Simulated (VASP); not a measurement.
# H4C in VASP: a series of runs, part 2 of 2

VASP 6.6.1.

## Step 4: Single point, LDA

Input file INCAR:

```
SYSTEM = H4C
PREC = Accurate
ENCUT = 520
EDIFF = 1E-6
ISMEAR = -1
SIGMA = 0.02
LREAL = Auto
LASPH = .TRUE.
NELM = 80
ALGO = Normal
ISIF = 2
LWAVE = .FALSE.
LCHARG = .FALSE.
NBANDS = 58
```

Input file KPOINTS:

```
regular mesh
0
G
  1 1 1
  0 0 0
```

Input file POSCAR:

```
H4C
1.0
    7.9581140000      0.0000000000      0.0000000000
    0.0000000000      7.9581140000      0.0000000000
    0.0000000000      0.0000000000      7.9581140000
C H
8 32
Direct
    0.8439311123      0.4423786842      0.7494991904
    0.1157183725      0.5632238995      0.2574479330
    0.5797479151      0.1352204806      0.2334095742
    0.4096699293      0.9091350036     -0.0380617820
    0.6825109567      0.7011334595      0.4383324994
    0.0097636199      0.0480641519      0.1946943711
    0.0538067185     -0.0786869854      0.6153970652
    0.3580119611      0.4991760611      0.7167778697
    0.7372475438      0.5416610016      0.6690529942
    0.8561073641      0.4852154669      0.8773309857
    0.9771410663      0.4191696676      0.7117138558
    0.7733364966      0.3352176156      0.7411680707
    0.0873699472      0.6910431291      0.2157043742
    0.1249793607      0.5418243569      0.4011126254
    0.2414642464      0.5264186967      0.2077879256
    0.0123521729      0.4706768463      0.2156164136
    0.6020396290      0.2699383296      0.1945058842
    0.4523559225      0.0890663290      0.2457366155
    0.6626947038      0.1339639015      0.3313850493
    0.6589124006      0.0588958640      0.1359492965
    0.4475934876      0.7878122882      0.0300322413
    0.4532606595      0.8697412477     -0.1549110757
    0.4760801366      1.0202417306     -0.0081677644
    0.2697498427      0.9115727671     -0.0333621760
    0.6507572020      0.5647820577      0.4253143396
    0.7321458325      0.7322463589      0.5763802831
    0.5841836395      0.7915568940      0.4128742061
    0.7682347853      0.6989595776      0.3426942615
   -0.1052510683      0.1011546203      0.1530639043
    0.1222400182      0.1136575827      0.1332602172
    0.0210853979     -0.0864400786      0.2197379932
    0.0357496764      0.1078898845      0.3269493249
    0.1481255483      0.0045488165      0.5375519878
    0.0158957260     -0.1689093672      0.5128350763
   -0.0660081019     -0.0007790791      0.6579574005
    0.0966560670     -0.1633050243      0.7354632015
    0.2291874683      0.5382431063      0.7047398416
    0.4322883537      0.4148470354      0.8037205800
    0.4324517090      0.6369473973      0.7318316878
    0.4010623623      0.4554596730      0.5975033783
```

Run with:

```
> cat potpaw_LDA.64/C/POTCAR potpaw_LDA.64/H/POTCAR > POTCAR
> mpirun -np 1 vasp_gam > vasp.out
```

It took 53 s on 1 thread of Intel Xeon 6975P-C, shared host; peak memory 0.34 GiB.

It converged, with:

- Free energy: -195.0267 eV
- Pressure: -1.7 GPa
- Largest force: 4.719 eV/Å
- Band gap on the k mesh: 5.66 eV

Forces in eV/Å, atoms in the order of the input:
```
C   -0.717  3.736 -1.621
C   -0.270 -1.839  1.091
C    1.383  0.586 -3.741
C   -1.183 -2.638  1.288
C   -1.014 -0.601  3.571
C    3.002  2.097  2.441
C   -0.497 -0.233  0.412
C    3.641  2.941  0.608
H    3.263 -1.976  1.704
H   -0.366  0.249  0.801
H   -0.775  0.414 -0.712
H   -1.273 -2.834  0.184
H   -0.069  0.061  0.306
H   -0.203  0.759 -1.397
H   -0.538 -0.013 -0.087
H    1.132  0.932  0.114
H   -0.993 -0.606 -0.199
H   -0.156  0.117  0.252
H    1.290 -0.594  3.160
H   -1.380  0.749  0.985
H   -0.128  1.432  0.331
H    0.220 -0.286 -2.579
H    0.270  0.879  0.706
H    0.529  0.389 -0.141
H   -0.845  0.530  0.719
H   -0.356 -0.519 -2.438
H   -0.672 -0.027 -0.305
H    2.739  0.972 -1.906
H   -1.014  0.009 -0.581
H   -1.014 -1.168 -0.192
H   -0.171 -0.049 -0.579
H   -0.766 -0.731 -1.188
H   -0.835 -0.912  1.877
H   -0.200  0.268  0.761
H    1.795 -1.010 -0.753
H   -0.193  1.809 -2.227
H   -0.890 -0.577  0.814
H   -1.621  0.432  0.170
H   -1.316 -2.535 -0.323
H    0.191 -0.213 -1.327
```

Stress tensor (GPa, compression positive):
```
-1.67  0.77 -0.55
 0.77 -2.72  0.81
-0.55  0.81 -0.57
```

Levels at points of the mesh, in eV from the valence-band top:
```csv
k point,band 30,band 31,band 32,band 33,band 34,band 35
"(0.00, 0.00, 0.00)",-0.58,-0.35,0.00,5.66,7.47,7.68
```

Caveat: the k points lie up to 0.79 Å⁻¹ apart.

## Step 5: Single point, LDA

Input file INCAR:

```
SYSTEM = H4C
PREC = Accurate ; ENCUT = 520
EDIFF = 1E-7 ; ISMEAR = -1
SIGMA = 0.02 ; LREAL = Auto
LASPH = .True. ; NELM = 80
ALGO = Normal ; ISIF = 2
LWAVE = .False. ; LCHARG = .False.
GGA = CA ; NBANDS = 58
```

Input file KPOINTS:

```
Automatic mesh
0
Gamma
  1 1 1
  0 0 0
```

Input file POSCAR:

```
H4C
1.0
    7.9581140000      0.0000000000      0.0000000000
    0.0000000000      7.9581140000      0.0000000000
    0.0000000000      0.0000000000      7.9581140000
C H
8 32
Direct
    0.8564843379      0.4402550655      0.7367197806
    0.1215991628      0.5439605414      0.2697624085
    0.6052062084      0.1332979146      0.2313110870
    0.4314967089      0.9183331629     -0.0481772440
    0.6757505610      0.7124175401      0.4333564460
    0.0135710546      0.0342166498      0.2105272681
    0.0595115878     -0.0902726450      0.6082722615
    0.3752270953      0.5167430374      0.7144406325
    0.7627309687      0.5131617868      0.6393851609
    0.8171534110      0.4178251279      0.8610205885
    0.9756960003      0.4696213198      0.7053806970
    0.8236122277      0.3087163617      0.6805883907
    0.0816776437      0.6654466121      0.2316754950
    0.0946455404      0.5426160017      0.4381440125
    0.2488026686      0.5451919890      0.3029612293
    0.0613084960      0.4421776315      0.2348923376
    0.5481826473      0.2537912877      0.1537927202
    0.5134759316      0.0307359256      0.2529116823
    0.6355525945      0.1857600934      0.3474441306
    0.6960317482      0.0974602776      0.1422321922
    0.4309186825      0.7877871566     -0.0057551324
    0.4548188176      0.8891930927     -0.1880219359
    0.5111512602      1.0094225843     -0.0080546723
    0.3032251109      0.9726550788     -0.0236613851
    0.6736395081      0.5921252196      0.3774512403
    0.6952652350      0.7249958973      0.5717937692
    0.5637390970      0.7752087995      0.3886347946
    0.7678326800      0.7873473539      0.3667954493
   -0.1145748855      0.0526380999      0.1677658802
    0.1171634385      0.0807100778      0.1365398887
    0.0028147373     -0.1205938995      0.2218113488
    0.0207335557      0.1005137649      0.3337851154
    0.1636066033     -0.0545732318      0.5393991591
    0.0409016508     -0.1638704849      0.4873390856
    0.0042095401      0.0217765164      0.6612747694
    0.0587325087     -0.1660192352      0.7263404369
    0.2374431932      0.5282407364      0.7039230652
    0.4018163097      0.4381440125      0.8187995296
    0.4335700645      0.6283649618      0.7442718212
    0.4380811836      0.4852029011      0.5975787731
```

Run with:

```
> cat potpaw_LDA.64/C/POTCAR potpaw_LDA.64/H/POTCAR > POTCAR
> mpirun -np 1 vasp_gam > vasp.out
```

Wall time 61 s (1 thread of Intel Xeon 6975P-C, shared host); peak memory 0.35 GiB.

It converged, with:

| Item | Value |
| --- | --- |
| Free energy | -193.8724 eV |
| Pressure | 1.4 GPa |
| Largest force | 7.626 eV/Å |
| Band gap on the k mesh | 5.20 eV |

Forces in eV/Å, atoms in the order of the input:
```
C   -5.533 -2.053 -3.964
C    0.656  3.479  6.754
C   -3.370  2.115 -2.160
C   -2.969 -2.221 -3.056
C   -0.052  1.696  0.384
C   -0.819 -2.768  1.363
C   -1.105 -1.822  0.571
C   -1.253 -0.836 -0.861
H    1.551 -0.747  2.431
H   -0.305  0.714  1.624
H    3.453  0.829 -0.373
H    0.908  1.036  0.416
H   -0.512  0.816 -0.609
H   -0.212  0.227 -3.375
H    2.225 -0.489 -0.780
H   -2.066 -4.133 -1.942
H    0.238 -2.197  1.403
H    0.016  0.465 -0.329
H    1.324  0.587  1.712
H    1.375 -0.639 -0.339
H    0.463  0.088  1.078
H   -0.566  0.921  0.969
H    2.504  1.544  1.259
H    0.412 -0.487 -0.566
H    0.166 -1.652 -0.100
H   -0.203 -0.263 -0.748
H   -0.975  0.217  0.323
H    0.932  0.164 -0.017
H    0.205  0.673 -0.636
H    0.202 -0.110 -0.796
H    0.907  2.930  0.101
H   -0.023 -0.685 -0.134
H    3.642  1.187  0.484
H   -2.363  0.191  1.095
H   -1.255  0.732 -1.109
H    1.130 -0.374 -0.885
H    0.287  0.205 -0.225
H    0.391 -1.291  0.694
H    0.683  2.721  0.722
H   -0.089 -0.774 -0.378
```

Stress tensor (GPa, compression positive):
```
 4.66  1.09  0.42
 1.09  1.21  0.79
 0.42  0.79 -1.77
```

Levels at points of the mesh, in eV from the valence-band top:
```
           k point  band 28  band 29  band 30  band 31  band 32  band 33  band 34  band 35  band 36  band 37
(0.00, 0.00, 0.00)    -1.18    -0.90    -0.84    -0.65     0.00     5.20     6.98     7.04     7.19     7.30
```

Caveat: the k points lie up to 0.79 Å⁻¹ apart.

## Step 6: Relaxation of the atoms, LDA

Input file INCAR:

```
SYSTEM = H4C
ALGO = Normal ; EDIFF = 1E-6
EDIFFG = -0.3 ; ENCUT = 520
GGA = CA ; IBRION = 2
ISIF = 2 ; ISMEAR = -1
LASPH = .True. ; LCHARG = .False.
LREAL = Auto ; LWAVE = .False.
NELM = 80 ; NSW = 35
PREC = Accurate ; SIGMA = 0.02
```

Input file KPOINTS:

```
k-points
0
Gamma
  1 1 1
  0 0 0
```

Input file POSCAR:

```
H4C
1.0
    7.9581140000      0.0000000000      0.0000000000
    0.0000000000      7.9581140000      0.0000000000
    0.0000000000      0.0000000000      7.9581140000
C H
8 32
Direct
    0.7721901000      0.3548421000      0.8670217000
    0.1646904000      0.6176453000      0.2984157000
    0.8029442000      0.1793209000      0.4945999000
    0.3983488000      0.7992168000      0.0317015000
    0.6510379000      0.7529028000      0.5008745000
    0.0641096000      0.1227324000      0.0406530000
    0.1956660000      0.0217347000      0.5345234000
    0.2889568000      0.5670230000      0.7372994000
    0.8099213000      0.3409708000      0.9979124000
    0.8660357000      0.4287100000      0.8000517000
    0.6511249000      0.4185167000      0.8609227000
    0.7616785000      0.2311708000      0.8091998000
    0.2605341000      0.7025610000      0.3469104000
    0.0866336000      0.5731451000      0.4017371000
    0.2249375000      0.5108631000      0.2374543000
    0.0866563000      0.6840120000      0.2075609000
    0.8664221000      0.2171599000      0.6098700000
    0.6679637000      0.1974280000      0.5087722000
    0.8288860000      0.0472486000      0.4694527000
    0.8485049000      0.2554469000      0.3903047000
    0.4801102000      0.8624389000      0.1215151000
    0.2696801000      0.8002598000      0.0785175000
    0.4399301000      0.6697837000      0.0153767000
    0.4036746000      0.8643847000     -0.0886031000
    0.6322090000      0.6786425000      0.6143616000
    0.7621001000      0.7077832000      0.4347093000
    0.6683842000      0.8844321000      0.5347509000
    0.5414584000      0.7407536000      0.4196763000
    0.0992075000      0.1681406000     -0.0836638000
    0.1291560000      0.0050023000      0.0662857000
   -0.0711699000      0.1020584000      0.0451792000
    0.0992447000      0.2157282000      0.1348110000
    0.2753555000      0.1025839000      0.6110834000
    0.1159000000     -0.0540868000      0.6159907000
    0.2740780000     -0.0604653000      0.4580829000
    0.1173305000      0.0989071000      0.4529366000
    0.3965848000      0.6455124000      0.7689864000
    0.2586807000      0.4860492000      0.8434834000
    0.3192221000      0.4899151000      0.6282728000
    0.1813395000      0.6466155000      0.7084550000
```

Potentials or basis: VASP PAW LDA potentials, release 64 (C, H).

Run with:

```
> cat potpaw_LDA.64/C/POTCAR potpaw_LDA.64/H/POTCAR > POTCAR
> mpirun -np 1 vasp_gam > vasp.out
```

It took 1.8 min on 1 thread of Intel Xeon 6975P-C, shared host; peak memory 0.35 GiB.

Results (log left out):

```yaml
Free_energy: -198.8348 eV
Energy_gained_by_relaxing: 1.3 meV/atom
Ionic_steps: 3
Pressure_after_relaxing: 0.1 GPa
Largest_force_after_relaxing: 0.226 eV/Å
Band_gap_on_the_k_mesh: 6.67 eV
```

Forces in eV/Å, atoms in the order of the input:
```
C    0.016  0.171 -0.124
C    0.040  0.011 -0.052
C   -0.160  0.062 -0.148
C    0.051 -0.010 -0.045
C   -0.031 -0.141 -0.086
C    0.077  0.105 -0.007
C   -0.003 -0.021  0.031
C   -0.208 -0.043  0.041
H    0.022  0.071  0.179
H   -0.101 -0.094  0.091
H   -0.076  0.048 -0.014
H   -0.065  0.071  0.169
H   -0.095 -0.087 -0.010
H   -0.088 -0.069  0.134
H   -0.029  0.027  0.006
H   -0.016 -0.053  0.070
H    0.097 -0.022 -0.096
H    0.129  0.019 -0.012
H    0.080 -0.025 -0.089
H    0.018  0.012 -0.084
H    0.074  0.118  0.149
H    0.110 -0.007 -0.065
H    0.004  0.115  0.095
H    0.049  0.044  0.024
H   -0.015 -0.049  0.007
H   -0.043  0.029  0.029
H   -0.059  0.028  0.040
H    0.036 -0.015  0.042
H   -0.046 -0.029  0.061
H    0.058 -0.013  0.023
H   -0.026 -0.022  0.008
H   -0.030 -0.036 -0.023
H    0.021 -0.003  0.026
H    0.035  0.028 -0.043
H    0.037  0.000  0.015
H    0.022 -0.027  0.004
H   -0.013 -0.047 -0.115
H    0.028  0.023 -0.054
H   -0.009 -0.118 -0.175
H    0.110 -0.055  0.000
```

Stress tensor (GPa, compression positive):
```
-0.14  0.05 -0.02
 0.05  0.08  0.22
-0.02  0.22  0.39
```

The path:
```
step  energy change (eV)  largest force (eV/Å)  pressure (GPa)
   1              0.0000                0.3711            1.23
   2             -0.0379                0.4010           -0.44
   3             -0.0505                0.2265            0.11
```

Final structure:
```
C H
1.0
     7.95811    0.00000    0.00000
     0.00000    7.95811    0.00000
     0.00000    0.00000    7.95811
C H
8 32
Direct
  0.77175 0.35503 0.86796
  0.16417 0.61721 0.29888
  0.80336 0.17919 0.49421
  0.39899 0.79987 0.03201
  0.65102 0.75301 0.50118
  0.06398 0.12240 0.04080
  0.19590 0.02182 0.53448
  0.28927 0.56642 0.73666
  0.81019 0.34117 0.99892
  0.86701 0.42936 0.79939
  0.64982 0.41920 0.86069
  0.76135 0.23053 0.80940
  0.26129 0.70320 0.34737
  0.08589 0.57268 0.40283
  0.22552 0.50993 0.23677
  0.08584 0.68453 0.20684
  0.86704 0.21720 0.60991
  0.66669 0.19778 0.50895
  0.82937 0.04648 0.46900
  0.84893 0.25611 0.38916
  0.48080 0.86320 0.12260
  0.26906 0.80015 0.07856
  0.44024 0.66888 0.01561
  0.40383 0.86509 0.91040
  0.63197 0.67778 0.61535
  0.76321 0.70736 0.43403
  0.66822 0.88522 0.53505
  0.54031 0.74055 0.41887
  0.09942 0.16858 0.91512
  0.12991 0.00409 0.06656
  0.92783 0.10189 0.04521
  0.09954 0.21669 0.13581
  0.27615 0.10328 0.61188
  0.11515 0.94521 0.61669
  0.27490 0.93880 0.45748
  0.11666 0.09948 0.45222
  0.39702 0.64579 0.76871
  0.25841 0.48525 0.84461
  0.31932 0.48916 0.62710
  0.18038 0.64752 0.70815
```

Levels at points of the mesh, in eV from the valence-band top:
```tsv
k point	band 29	band 30	band 31	band 32	band 33	band 34	band 35	band 36
(0.00, 0.00, 0.00)	-0.33	-0.25	-0.09	0.00	6.67	8.57	8.80	8.92
```

Caveat: the k points lie up to 0.79 Å⁻¹ apart; the relaxation stopped at a loose force limit of 0.3 eV/Å, so its end isn't a converged minimum.
